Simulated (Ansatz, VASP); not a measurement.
# Be2C: VASP beside Ansatz

```xyz
3
Lattice="0.0000 2.1605 2.1879 2.1605 0.0000 2.1879 2.1605 2.1605 0.0000" Properties=species:S:1:pos:R:3 pbc="T T T"
C     0.0000    0.0000    0.0000
Be    1.0802    1.0802    1.0940
Be    3.2407    3.2407    3.2819
```

Change from the starting cell: uniaxial_z strain +1.3%.

Alike in both runs: task single point; functional PBE; k mesh 10 × 10 × 10; occupations fermi-dirac, width 0.02 eV; no spin polarisation.

|  | VASP | Ansatz |
| --- | --- | --- |
| version | VASP 6.6.1 | Ansatz 0.2.0 |
| potentials or method | VASP PAW PBE potentials, release 64 (C, Be) | plane waves, PAW |
| plane-wave cutoff (eV) | 600 | 420 |
| valence electrons in the cell | 8 | 8 |

|  | VASP | Ansatz | Ansatz less VASP |
| --- | --- | --- | --- |
| gap on the k mesh at the Fermi level (eV) | 1.06 | 1.07 | +0.013 |
| pressure (GPa) | -1.2 | -1.5 | -0.25 |
| traceless stress, the component that is largest in VASP (GPa) | -4.63 | -4.63 | -0.002 |
